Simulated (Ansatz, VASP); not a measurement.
**One calculation of ZnO, two programs**

File INCAR:

```
SYSTEM = ZnO
ALGO = Normal
EDIFF = 1E-6
ENCUT = 520
GGA = PS
ISIF = 2
ISMEAR = -1
LASPH = .True.
LCHARG = .True.
LELF = .True.
LREAL = .False.
LVHAR = .True.
LWAVE = .False.
NBANDS = 26
NELM = 60
PREC = Accurate
SIGMA = 0.05
```

Contents of KPOINTS:

```
k-points
0
Gamma
  9 9 5
  0 0 0
```

POSCAR

```
ZnO
1.0
    3.1829769797      0.0000000000      0.0000000000
   -1.5914884899      2.7565389241      0.0000000000
    0.0000000000      0.0000000000      5.0994402224
Zn O
2 2
Direct
    0.6666666667      0.3333333333      0.0000000000
    0.3333333333      0.6666666667      0.5000000000
    0.3333333333      0.6666666667      0.8790100000
    0.6666666667      0.3333333333      0.3790100000
```

File input.yaml:

```yaml
crystal:
  lattice:
    - [3.1829769797, 0.0, 0.0]
    - [-1.5914884899, 2.7565389241, 0.0]
    - [0.0, 0.0, 5.0994402224]
  atoms:
    - { symbol: Zn, position: [0.6666666667, 0.3333333333, 0.0] }
    - { symbol: Zn, position: [0.3333333333, 0.6666666667, 0.5] }
    - { symbol: O, position: [0.3333333333, 0.6666666667, 0.87901] }
    - { symbol: O, position: [0.6666666667, 0.3333333333, 0.37901] }
kpoints:
  mp_grid: { grid: [9, 9, 5] }
scf:
  occupations: { method: fermi_dirac, width: 0.05 }
hamiltonian:
  xc: pbesol
  pseudopotentials: { kind: all_electron, lapw: { basis_error: 0.002 } }
output:
  forces: true
  stress: true
  eigenvalues: true
```

Change from the starting cell: volume scaled by 0.94.

Alike in both runs: task single point; functional PBEsol; k mesh 9 × 9 × 5; occupations fermi-dirac, width 0.05 eV; no spin polarisation.

|  | VASP | Ansatz |
| --- | --- | --- |
| version | VASP 6.6.1 | Ansatz 0.2.0 |
| potentials or method | VASP PAW PBE potentials, release 64 (Zn, O), cutoff 520 eV | all-electron LAPW, scalar-relativistic |

VASP gave:

- gap on the k mesh at the Fermi level (eV): 0.77
- least direct gap on the mesh (eV): 0.77
- pressure (GPa): 9.6
- traceless stress, the component that is largest in VASP (GPa): 1.38
- rms of the force components (eV/Å): 0.051

**Question.** What did Ansatz give for the same quantities?

**Answer.** gap on the k mesh at the Fermi level (eV): 0.80; least direct gap on the mesh (eV): 0.80; pressure (GPa): 8.3; traceless stress, the component that is largest in VASP (GPa): 1.34; rms of the force components (eV/Å): 0.049.

VASP's potentials were made for PBE, not for PBEsol. Atom by atom the forces differ by 0.002 eV/Å (rms over components). Ansatz ran all-electron here, and VASP with PAW potentials.
